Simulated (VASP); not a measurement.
# Mo4W (Pm-3m) in VASP: a series of runs

Mo4W is run at these levels: PBE; tasks: single point, relaxation of cell and atoms.

All numbers are computed with VASP 6.6.1; they aren't measurements. Logs are shortened: lines on timing, memory, paths and dates and some standing lists are left out, and cuts for length are marked.

### Step 1. The cell of the first run

Symmetry: Pm-3m, No. 221, cubic system. The conventional cell has a = 4.663 Å, b = 4.663 Å, c = 4.663 Å, α = 90.00°, β = 90.00°, γ = 90.00°. Within 4.3 Å of Mo (site symmetry m-3m) lie 12 Mo at 3.30 Å and 8 W at 4.04 Å. Within 3.1 Å of Mo (site symmetry 4/mmm) lie 2 W at 2.33 Å. W (site symmetry m-3m) has 6 Mo at 2.33 Å within 3.1 Å.

### Step 2. Single point, PBE

File INCAR:

```
ALGO     = Normal         # electronic algorithm
EDIFF    = 1E-6           # SCF threshold, eV
ENCUT    = 520            # plane-wave cutoff, eV
GGA      = PE             # functional
ISIF     = 2              # what is computed and relaxed
ISMEAR   = 0              # smearing method
LASPH    = True           # aspherical terms in the spheres
LCHARG   = False          # write CHGCAR
LREAL    = False          # projectors in reciprocal space
LWAVE    = False          # write WAVECAR
NBANDS   = 43             # bands
NELM     = 100            # most SCF steps
PREC     = Accurate       # precision mode
SIGMA    = 0.1            # smearing width, eV
```

File KPOINTS:

```
k-points
0
Gamma
  4 4 4
```

File POSCAR:

```
Mo4W
1.0
    4.6625273880      0.0000000000      0.0000000000
    0.0000000000      4.6625273880      0.0000000000
    0.0000000000      0.0000000000      4.6625273880
Mo W
4 1
Direct
    0.0000000000      0.0000000000      0.0000000000
    0.5000000000      0.5000000000      0.0000000000
    0.5000000000      0.0000000000      0.5000000000
    0.0000000000      0.5000000000      0.5000000000
    0.5000000000      0.5000000000      0.5000000000
```

Potentials or basis: VASP PAW PBE potentials, release 64 (Mo_sv, W_sv).

Started as:

```console
$ cat potpaw_PBE.64/Mo_sv/POTCAR potpaw_PBE.64/W_sv/POTCAR > POTCAR
$ mpirun -np 1 vasp_std > vasp.out
```

OUTCAR:

```text
EDIFF = 1E-6
   ENCUT = 520
   GGA = PE
   ISIF = 2
   ISMEAR = 0
   LASPH = True
   LREAL = False
   NELM = 100
   PREC = Accurate

 ion  position               nearest neighbor table
   1  0.000  0.000  0.000-   2 3.30   3 3.30   4 3.30   3 3.30   4 3.30   2 3.30   4 3.30   4 3.30
                             2 3.30   3 3.30   3 3.30   2 3.30
   2  0.500  0.500  0.000-   5 2.33   5 2.33   4 3.30   1 3.30   3 3.30   4 3.30   3 3.30   1 3.30
                             3 3.30   3 3.30   1 3.30   4 3.30   4 3.30   1 3.30
   3  0.500  0.000  0.500-   5 2.33   5 2.33   4 3.30   1 3.30   1 3.30   2 3.30   2 3.30   4 3.30
                             2 3.30   2 3.30   1 3.30   4 3.30   1 3.30   4 3.30
   4  0.000  0.500  0.500-   5 2.33   5 2.33   3 3.30   1 3.30   1 3.30   2 3.30   1 3.30   3 3.30
                             1 3.30   2 3.30   3 3.30   2 3.30   2 3.30   3 3.30
   5  0.500  0.500  0.500-   2 2.33   3 2.33   4 2.33   2 2.33   3 2.33   4 2.33

  LATTYP: Found a simple cubic cell.
 ALAT       =     4.6625273880

  Lattice vectors:

 A1 = (   4.6625273880,   0.0000000000,   0.0000000000)
 A2 = (   0.0000000000,   4.6625273880,   0.0000000000)
 A3 = (   0.0000000000,   0.0000000000,   4.6625273880)

Analysis of symmetry for initial positions (statically):
=====================================================================
 Subroutine PRICEL returns:
 Original cell was already a primitive cell.

 Routine SETGRP: Setting up the symmetry group for a
 simple cubic supercell.

 Subroutine GETGRP returns: Found 48 space group operations
 (whereof 48 operations were pure point group operations)
 out of a pool of 48 trial point group operations.

The static configuration has the point symmetry O_h .

Analysis of symmetry for dynamics (positions and initial velocities):
=====================================================================
 Subroutine PRICEL returns:
 Original cell was already a primitive cell.

 Routine SETGRP: Setting up the symmetry group for a
 simple cubic supercell.

 Subroutine GETGRP returns: Found 48 space group operations
 (whereof 48 operations were pure point group operations)
 out of a pool of 48 trial point group operations.

The dynamic configuration has the point symmetry O_h .

 Subroutine INISYM returns: Found 48 space group operations
 (whereof 48 operations are pure point group operations),
 and found     1 'primitive' translations

----------------------------------------------------------------------------------------

                                     Primitive cell

  volume of cell :     101.3594

  direct lattice vectors                    reciprocal lattice vectors
     4.662527388  0.000000000  0.000000000     0.214475952  0.000000000  0.000000000
     0.000000000  4.662527388  0.000000000     0.000000000  0.214475952  0.000000000
     0.000000000  0.000000000  4.662527388     0.000000000  0.000000000  0.214475952

  length of vectors
     4.662527388  4.662527388  4.662527388     0.214475952  0.214475952  0.214475952

  position of ions in fractional coordinates (direct lattice)
     0.000000000  0.000000000  0.000000000
     0.500000000  0.500000000  0.000000000
     0.500000000  0.000000000  0.500000000
     0.000000000  0.500000000  0.500000000
     0.500000000  0.500000000  0.500000000

  ion indices of the primitive-cell ions
   primitive index   ion index
                 1           1
                 2           2
                 3           3
                 4           4
                 5           5

----------------------------------------------------------------------------------------

 KPOINTS: k-points

Automatic generation of k-mesh.
 Grid dimensions read from file:
 generate k-points for:    4    4    4

 Generating k-lattice:

  Cartesian coordinates                     Fractional coordinates (reciprocal lattice)
     0.053618988  0.000000000  0.000000000     0.250000000  0.000000000  0.000000000
     0.000000000  0.053618988  0.000000000     0.000000000  0.250000000  0.000000000
     0.000000000  0.000000000  0.053618988     0.000000000  0.000000000  0.250000000

  Length of vectors
     0.053618988  0.053618988  0.053618988

  Shift w.r.t. Gamma in fractional coordinates (k-lattice)
     0.000000000  0.000000000  0.000000000

 Subroutine IBZKPT returns following result:
 ===========================================

 Found     10 irreducible k-points:

 Following reciprocal coordinates:
            Coordinates               Weight
  0.000000  0.000000  0.000000      1.000000
  0.250000  0.000000  0.000000      6.000000
  0.500000  0.000000  0.000000      3.000000
  0.250000  0.250000  0.000000     12.000000
  0.500000  0.250000  0.000000     12.000000
  0.500000  0.500000  0.000000      3.000000
  0.250000  0.250000  0.250000      8.000000
  0.500000  0.250000  0.250000     12.000000
  0.500000  0.500000  0.250000      6.000000
  0.500000  0.500000  0.500000      1.000000
   k-points           NKPTS =     10   k-points in BZ     NKDIM =     10   number of bands    NBANDS=     43
   number of dos      NEDOS =    301   number of ions     NIONS =      5
   total plane-waves  NPLWV =  46656
   dimension x,y,z NGX =    36 NGY =   36 NGZ =   36
   dimension x,y,z NGXF=    72 NGYF=   72 NGZF=   72
   ions per type =               4   1
   NGX,Y,Z   is equivalent  to a cutoff of  12.84, 12.84, 12.84 a.u.
   NGXF,Y,Z  is equivalent  to a cutoff of  25.67, 25.67, 25.67 a.u.
 SYSTEM =  unknown system
   PREC   = accura    normal or accurate (medium, high low for compatibility)
   ISTART =      0    job   : 0-new  1-cont  2-samecut
   ICHARG =      2    charge: 1-file 2-atom 10-const
   ISPIN  =      1    spin polarized calculation?
   LNONCOLLINEAR =      F non collinear calculations
   LSORBIT =      F    spin-orbit coupling
   LASPH  =      T    aspherical Exc in radial PAW
   ENCUT  =  520.0 eV  38.22 Ry    6.18 a.u.   8.67  8.67  8.67*2*pi/ulx,y,z
   NELM   =    100;   NELMIN=  2; NELMDL= -5     # of ELM steps
   EDIFF  = 0.1E-05   stopping-criterion for ELM
   LREAL  =      F    real-space projection
   EDIFFG = 0.1E-04   stopping-criterion for IOM
   NSW    =      0    number of steps for IOM
   IBRION =     -1    ionic relax: 0-MD 1-quasi-New 2-CG
   NFREE  =      0    steps in history (QN), initial steepest desc. (CG)
   ISIF   =      2    stress and relaxation
   ISYM   =      2    0-nonsym 1-usesym 2-fastsym
   POTIM  = 0.5000    time-step for ionic-motion
   TEBEG  =    0.0;   TEEND  =   0.0 temperature during run
   PSTRESS=    0.0 pullay stress
   NELECT =      70.0000    total number of electrons
   NUPDOWN=      -1.0000    fix difference up-down
   EMIN   =  10.00;   EMAX   =-10.00  energy-range for DOS
   EFERMI =   0.00;   METHOD = LEGACY
   ISMEAR =     0;   SIGMA  =   0.10  broadening in eV -4-tet -1-fermi 0-gaus
   EFERMI_NEDOS =   21; number of points for ismear=-14 and -15
   IALGO  =     38    algorithm
   IMIX   =      4    mixing-type and parameters
     AMIX     =   0.40;   BMIX     =  1.00
     AMIX_MAG =   1.60;   BMIX_MAG =  1.00
  volume/ion in A,a.u.               =      20.27       136.80
  Fermi-wavevector in a.u.,A,eV,Ry     =   1.447059  2.734544 28.490308  2.093979
  Thomas-Fermi vector in A             =   2.565057
   LORBIT       =      0    0 simple, 1 ext, 2 COOP (PROOUT), +10 PAW based schemes
   GGA     = PE    functional components
   LHFCALC =     F    Hartree Fock is set to
   AEXX    =    0.0000 exact exchange contribution
   IVDW    =     0    specifies the selected vdW correction
   LEPSILON=     F    determine dielectric tensor
   LRPA    =     F    only Hartree local field effects (RPA)
 non-spin polarized calculation
 Gauss-broadening in eV      SIGMA  =   0.10
  energy-cutoff  :      520.00
  volume of cell :      101.36
 maximum number of plane-waves:      2800
 NGX is ok and might be reduce to    36
   NGX = 17   NGY = 17   NGZ = 17

 number of electron      69.9999982 magnetization

 Free energy of the ion-electron system (eV)
  ---------------------------------------------------
  ext. energy  EPLUGINS =         0.00000000
  ---------------------------------------------------
  free energy    TOTEN  =       -46.26542182 eV

  energy without entropy =      -46.20098623  energy(sigma->0) =      -46.23320403

 E-fermi :   8.4951     XC(G=0): -11.8048

 val. band max:        8.4913940212   @ k =   0.5000   0.2500   0.2500
 cond. band min:       8.5164764925   @ k =   0.5000   0.5000   0.0000
 fundamental gap:      0.0250824712
 Fermi energy:         8.4951306737

 k-point     1 :       0.0000    0.0000    0.0000
  band No.  band energies     occupation
      1     -65.3696      2.00000
      2     -52.7882      2.00000
      3     -52.3845      2.00000
      4     -52.3726      2.00000
      5     -52.3726      2.00000
      6     -30.5471      2.00000
[... 35 lines left out ...]
     42      10.6231      0.00000
     43      10.6231      0.00000

 k-point     2 :       0.2500    0.0000    0.0000
  band No.  band energies     occupation
      1     -65.3692      2.00000
      2     -52.7879      2.00000
      3     -52.3860      2.00000
      4     -52.3778      2.00000
      5     -52.3726      2.00000
      6     -30.5429      2.00000
[... 35 lines left out ...]
     42      10.6291      0.00000
     43      12.4763      0.00000

 k-point     3 :       0.5000    0.0000    0.0000
  band No.  band energies     occupation
      1     -65.3689      2.00000
      2     -52.7876      2.00000
      3     -52.3893      2.00000
      4     -52.3810      2.00000
      5     -52.3726      2.00000
      6     -30.5386      2.00000
[... 275 lines left out ...]
      6     -30.2482      2.00000
[... 35 lines left out ...]
     42       9.9306      0.00000
     43      10.0039      0.00000

 k-point    10 :       0.5000    0.5000    0.5000
  band No.  band energies     occupation
      1     -65.3673      2.00000
      2     -52.7873      2.00000
      3     -52.3895      2.00000
      4     -52.3895      2.00000
      5     -52.3895      2.00000
      6     -29.8994      2.00000
[... 35 lines left out ...]
     42      10.1765      0.00000
     43      10.2361      0.00000

------------------------ aborting loop because EDIFF is reached ----------------------------------------

  FORCE on cell =-STRESS in cart. coord.  units (eV):
  Direction    XX          YY          ZZ          XY          YZ          ZX
  --------------------------------------------------------------------------------------
  -------------------------------------------------------------------------------------
  Total        0.6997676      0.6997676      0.6997676     -0.0000000      0.0000000     -0.0000000
  in kB       11.0611490     11.0611490     11.0611490     -0.0000000      0.0000000     -0.0000000
  external PRESSURE =      11.0611490 kB  Pullay stress =       0.0000000 kB

 VOLUME and BASIS-vectors are now :
 -----------------------------------------------------------------------------
  energy-cutoff  :      520.00
  volume of cell :      101.36
      direct lattice vectors                 reciprocal lattice vectors
     4.662527388  0.000000000  0.000000000     0.214475952  0.000000000  0.000000000
     0.000000000  4.662527388  0.000000000     0.000000000  0.214475952  0.000000000
     0.000000000  0.000000000  4.662527388     0.000000000  0.000000000  0.214475952

 POSITION                                       TOTAL-FORCE (eV/Angst)
 -----------------------------------------------------------------------------------
      0.00000      0.00000      0.00000         0.000000      0.000000      0.000000
      2.33126      2.33126      0.00000         0.000000      0.000000      0.000000
      2.33126      0.00000      2.33126         0.000000      0.000000      0.000000
      0.00000      2.33126      2.33126         0.000000      0.000000      0.000000
      2.33126      2.33126      2.33126         0.000000      0.000000      0.000000
 -----------------------------------------------------------------------------------
    total drift:                                0.000000      0.000000      0.000000

  FREE ENERGIE OF THE ION-ELECTRON SYSTEM (eV)
  ---------------------------------------------------
  free  energy   TOTEN  =       -46.2654218241 eV

  energy  without entropy=      -46.2009862285  energy(sigma->0) =      -46.23320403
```

It used 39 s of CPU time on 1 thread of Intel Xeon 6975P-C (shared host).

Results:

- Free energy: -46.2654 eV
- Pressure: 1.1 GPa
- Band gap on the k mesh: zero (band 35 reaches 10.22 eV, above the bottom of band 36 at 7.90 eV)

Levels at points of the mesh, in eV from the Fermi level:
```tsv
k point	band 31	band 32	band 33	band 34	band 35	band 36	band 37	band 38	band 39	band 40
(0.00, 0.00, 0.00)	-1.22	-1.22	1.25	1.25	1.73	1.73	1.73	1.76	1.76	1.76
(0.50, 0.00, 0.00)	-1.66	-1.22	-0.32	0.02	0.02	0.16	0.16	0.37	0.67	1.29
(0.50, 0.50, 0.00)	-1.18	-1.06	-0.51	-0.06	-0.06	-0.02	-0.02	0.02	0.13	0.32
(0.50, 0.50, 0.50)	-0.68	-0.68	-0.68	-0.66	-0.60	-0.60	0.22	0.22	1.32	1.32
```

Caveat: spin-orbit coupling is left out, which moves the levels of the heavy elements.

### Step 3. Relaxation of cell and atoms, PBE

This run uses another cell than the first one, of 18.14 Å³/atom, 0.895 times its volume.

File INCAR:

```
ALGO = Fast ; EDIFF = 1E-7
EDIFFG = -0.04 ; ENCUT = 600
GGA = PE ; IBRION = 2
ISIF = 3 ; ISMEAR = 0
LASPH = T ; LCHARG = F
LREAL = F ; LWAVE = F
NELM = 100 ; NSW = 90
PREC = Accurate ; SIGMA = 0.1
```

KPOINTS is that of step 2.

POSCAR: that of step 2 with these lines changed.

```diff
@@ -2,5 +2,5 @@
 1.0
-    4.6625273880      0.0000000000      0.0000000000
-    0.0000000000      4.6625273880      0.0000000000
-    0.0000000000      0.0000000000      4.6625273880
+    4.4931033200      0.0000000000      0.0000000000
+    0.0000000000      4.4931033200      0.0000000000
+    0.0000000000      0.0000000000      4.4931033200
 Mo W
```

Potentials or basis: VASP PAW PBE potentials, release 64 (Mo_sv, W_sv).

Started as:

```console
$ cat potpaw_PBE.64/Mo_sv/POTCAR potpaw_PBE.64/W_sv/POTCAR > POTCAR
$ mpirun -np 1 vasp_std > vasp.out
```

It took 5.8 min on 1 thread of Intel Xeon 6975P-C, shared host; peak memory 0.23 GiB.

It converged, with:

- Free energy: -46.2602 eV
- Relaxed volume: 20.44 Å³/atom
- Relaxed cell: a = 4.675 Å, b = 4.675 Å, c = 4.675 Å, α = 90.00°, β = 90.00°, γ = 90.00°
- Space group after relaxing (to 0.05 Å): Pm-3m (No. 221)
- Energy gained by relaxing: 138.5 meV/atom
- Ionic steps: 4
- Pressure after relaxing: -0.1 GPa
- Band gap on the k mesh: zero (band 35 reaches 10.11 eV, above the bottom of band 36 at 7.80 eV)

Step by step:
```csv
step,energy change (eV),largest force (eV/Å),pressure (GPa),volume (Å³)
1,0.0000,0.0000,21.59,90.71
2,1.2139,0.0000,-20.65,126.73
3,-0.6906,0.0000,-0.98,102.80
4,-0.6927,0.0000,-0.12,102.19
```

Final structure:
```cif
data_structure
_symmetry_space_group_name_H-M 'P 1'
_symmetry_Int_Tables_number 1
_cell_length_a 4.6752
_cell_length_b 4.6752
_cell_length_c 4.6752
_cell_angle_alpha 90.000
_cell_angle_beta 90.000
_cell_angle_gamma 90.000
_cell_volume 102.19
loop_
_atom_site_label
_atom_site_type_symbol
_atom_site_fract_x
_atom_site_fract_y
_atom_site_fract_z
_atom_site_occupancy
Mo1 Mo 0.00000 0.00000 0.00000 1
Mo2 Mo 0.50000 0.50000 0.00000 1
Mo3 Mo 0.50000 0.00000 0.50000 1
Mo4 Mo 0.00000 0.50000 0.50000 1
W1 W 0.50000 0.50000 0.50000 1
```

Levels at points of the mesh, in eV from the Fermi level:
```csv
k point,band 33,band 34,band 35,band 36,band 37,band 38
"(0.00, 0.00, 0.00)",1.24,1.24,1.72,1.72,1.72,1.75
"(0.50, 0.00, 0.00)",-0.32,0.03,0.03,0.16,0.16,0.36
"(0.50, 0.50, 0.00)",-0.51,-0.06,-0.06,-0.02,-0.02,0.03
"(0.50, 0.50, 0.50)",-0.68,-0.68,-0.59,-0.59,0.22,0.22
```

Caveat: spin-orbit coupling is left out, which moves the levels of the heavy elements.
